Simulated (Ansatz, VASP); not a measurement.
**One calculation of ZnS, two programs**

File INCAR:

```
ALGO = Normal ; EDIFF = 1E-7
ENCUT = 520 ; GGA = PS
ISIF = 2 ; ISMEAR = 0
LASPH = True ; LCHARG = False
LREAL = False ; LWAVE = False
NBANDS = 36 ; NELM = 100
PREC = Accurate ; SIGMA = 0.01
```

The input KPOINTS:

```
k-points
0
Gamma
  6 6 6
```

Contents of POSCAR:

```
ZnS
1.0
    1.9030712000      1.0987386700      9.3519478300
   -1.9030712000      1.0987386700      9.3519478300
    0.0000000000     -2.1974773400      9.3519478300
Zn S
3 3
Direct
    0.9999711400      0.9999711400      0.9999711400
    0.2222694100      0.2222694100      0.2222694100
    0.4446134400      0.4446134400      0.4446134400
    0.0832671700      0.0832671700      0.0832671700
    0.5278423000      0.5278423000      0.5278423000
    0.3053625400      0.3053625400      0.3053625400
```

Input for Ansatz:

```yaml
crystal:
  lattice:
    - [1.9030712, 1.09873867, 9.35194783]
    - [-1.9030712, 1.09873867, 9.35194783]
    - [0.0, -2.19747734, 9.35194783]
  atoms:
    - { symbol: Zn, position: [0.99997114, 0.9999711400000001, 0.9999711400000001] }
    - { symbol: Zn, position: [0.22226941, 0.22226941, 0.22226941] }
    - { symbol: Zn, position: [0.44461344, 0.44461344, 0.4446134400000001] }
    - { symbol: S, position: [0.08326717, 0.08326717, 0.08326717] }
    - { symbol: S, position: [0.5278423, 0.5278423, 0.5278423] }
    - { symbol: S, position: [0.30536254, 0.30536254, 0.30536254] }
basis:
  ecutwfc: 420.0
kpoints:
  mp_grid:
    grid: [6, 6, 6]
hamiltonian:
  xc: pbesol
  pseudopotentials:
    kind: paw
scf:
  occupations:
    method: fixed
output:
  eigenvalues: true
```

Alike in both runs: task single point; functional PBEsol; k mesh 6 × 6 × 6; no spin polarisation.

|  | VASP | Ansatz |
| --- | --- | --- |
| version | VASP 6.6.1 | Ansatz 0.2.0 |
| potentials or method | VASP PAW PBE potentials, release 64 (Zn, S), cutoff 520 eV | plane waves, PAW |
| occupations | gaussian, width 0.01 eV | fixed |
| valence electrons in the cell | 54 | 54 |

|  | VASP | Ansatz | Ansatz less VASP |
| --- | --- | --- | --- |
| gap on the k mesh at the Fermi level (eV) | 2.06 | 2.06 | -0.006 |

VASP's potentials were made for PBE, not for PBEsol.
